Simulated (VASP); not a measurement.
Wanted: the native input for a VASP 6.6.1 run.

- Task: single point
- Functional: r2SCAN
- Potentials or basis: VASP PAW PBE potentials, release 64 (Rh_pv)
- Cutoff: 520 eV
- k mesh: 18 × 18 × 6
- Occupations: gaussian, width 0.1 eV
- Spin: no spin polarisation
- Dipole correction: no
- Further INCAR settings: ALGO = Normal; EDIFF = 1e-06; NBANDS = 38

Crystal: Rh.

```
Rh
1.0
     2.69884    0.00000    0.00000
    -1.34942    2.33726    0.00000
     0.00000    0.00000    8.80849
Rh
4
Direct
  0.00000 0.00000 0.00000
  0.33333 0.66667 0.25000
  0.00000 0.00000 0.50000
  0.66667 0.33333 0.75000
```

This isn't the form of Rh at room conditions, which is fcc.

These files were run (other wordings do the same):

POSCAR

```
Rh
1.0
    2.6988367206      0.0000000000      0.0000000000
   -1.3494183603      2.3372611607      0.0000000000
    0.0000000000      0.0000000000      8.8084916167
Rh
4
Direct
    0.0000000000      0.0000000000      0.0000000000
    0.3333333333      0.6666666667      0.2500000000
    0.0000000000      0.0000000000      0.5000000000
    0.6666666667      0.3333333333      0.7500000000
```

INCAR.step1

```
  PREC = Accurate
  ENCUT = 520
  ISMEAR = 0
  SIGMA = 0.1
  LREAL = F
  LASPH = T
  NELM = 60
  NBANDS = 38
  GGA = PE
  ALGO = Normal
  EDIFF = 1E-4
  LWAVE = T
  LCHARG = F
```

INCAR.step2

```
  PREC = Accurate
  ENCUT = 520
  EDIFF = 1E-6
  ISMEAR = 0
  SIGMA = 0.1
  LREAL = F
  LASPH = T
  NELM = 60
  ALGO = Normal
  ISIF = 2
  LWAVE = F
  LCHARG = F
  METAGGA = R2SCAN
  LMIXTAU = T
  NBANDS = 38
  ISTART = 1
```

KPOINTS

```
Automatic mesh
0
Gamma
  18 18 6
```

Potentials or basis: VASP PAW PBE potentials, release 64 (Rh_pv).

The run is started by

```sh
$ cat potpaw_PBE.64/Rh_pv/POTCAR > POTCAR
$ cp INCAR.step1 INCAR
$ mpirun -np 1 vasp_std > vasp.out
$ cp INCAR.step2 INCAR
$ mpirun -np 1 vasp_std > vasp.out
```

Results of the run:

```json
{
  "Pressure": "-1.8 GPa",
  "Band gap on the k mesh": "zero (bands 30 and 31 overlap by 2.05 eV)"
}
```

Caveat: the PAW data sets were made with another functional, which shifts forces and pressure a little.

Run time: 8.9 min on 1 thread of Intel(R) Xeon(R) 6975P-C (Granite Rapids), on a shared host, peak memory 0.33 GiB.
